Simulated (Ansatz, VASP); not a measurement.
**One calculation of Hf, two programs**

File POSCAR:

```
Hf
1.0
    3.1967000000      0.0000000000      0.0000000000
   -1.5983500000      2.7684234083      0.0000000000
    0.0000000000      0.0000000000      5.0578000000
Hf
2
Direct
    0.6666666667      0.3333333333      0.7500000000
    0.3333333333      0.6666666667      0.2500000000
```

File INCAR.step1:

```
SYSTEM = Hf
  PREC = Accurate
  ENCUT = 600
  EDIFF = 1E-5
  ISMEAR = -1
  SIGMA = 0.05
  LREAL = .False.
  LASPH = .True.
  NELM = 100
  ALGO = Normal
  LWAVE = .True.
  LCHARG = .False.
  GGA = PE
  NBANDS = 17
```

File INCAR.step2:

```
SYSTEM = Hf
  PREC = Accurate
  ENCUT = 600
  EDIFF = 1E-6
  ISMEAR = -1
  SIGMA = 0.05
  LREAL = .False.
  LASPH = .True.
  NELM = 100
  ALGO = Normal
  ISIF = 3
  LWAVE = .False.
  LCHARG = .False.
  GGA = PE
  LHFCALC = .True.
  AEXX = 0.25
  PRECFOCK = Normal
  IBRION = 2
  NSW = 60
  EDIFFG = -0.01
  ISTART = 1
```

Contents of KPOINTS:

```
Automatic mesh
0
Gamma
  5 5 3
  0 0 0
```

Contents of input.yaml:

```yaml
crystal:
  lattice:
    - [3.1967, 0.0, 0.0]
    - [-1.59835, 2.7684234083, 0.0]
    - [0.0, 0.0, 5.0578]
  atoms:
    - { symbol: Hf, position: [0.6666666667, 0.3333333333, 0.75] }
    - { symbol: Hf, position: [0.3333333333, 0.6666666667, 0.25] }
hamiltonian:
  xc: pbe0
  pseudopotentials: { kind: paw }
kpoints:
  mp_grid: { grid: [5, 5, 3] }
scf:
  occupations: { method: fermi_dirac, width: 0.05 }
output:
  forces: true
  stress: true
  write_density: true
  write_potential: true
  elf: true
  volumetric_format: npy
relax:
  f_tol: 0.01
  max_steps: 40
  cell: { stress_tol: 0.05 }
```

Alike in both runs: task relaxation of cell and atoms; functional PBE0; k mesh 5 × 5 × 3; occupations fermi-dirac, width 0.05 eV; no spin polarisation.

|  | VASP | Ansatz |
| --- | --- | --- |
| version | VASP 6.6.1 | Ansatz 0.2.0 |
| potentials or method | VASP PAW PBE potentials, release 64 (Hf_pv) | Ansatz PAW |
| plane-wave cutoff (eV) | 600 | 420 |
| valence electrons in the cell | 20 | 52 |

VASP gave:

| Quantity | Value |
| --- | --- |
| gap on the k mesh at the Fermi level, each at its own relaxed structure (eV) | none |
| relaxed volume (Å³/atom) | 22.16 |
| relaxed cell length with the largest relative difference (Å) | 3.192 |

**Question.** Estimate Ansatz's values.

**Answer.** gap on the k mesh at the Fermi level, each at its own relaxed structure (eV): none; relaxed volume (Å³/atom): 22.56; relaxed cell length with the largest relative difference (Å): 3.212.

A gap of «none» marks a metal or a gap that the smearing closes. VASP's potentials hold 20 valence electrons a cell and Ansatz's 52, so a difference there can come from the potentials and not from the codes.

The k mesh is coarse, so the values compare programs but aren't converged. Neither program's run includes spin-orbit coupling. Noted on Ansatz's run: the plane-wave basis is chosen anew once the cell has moved, so the energies of steps on either side of that aren't comparable.
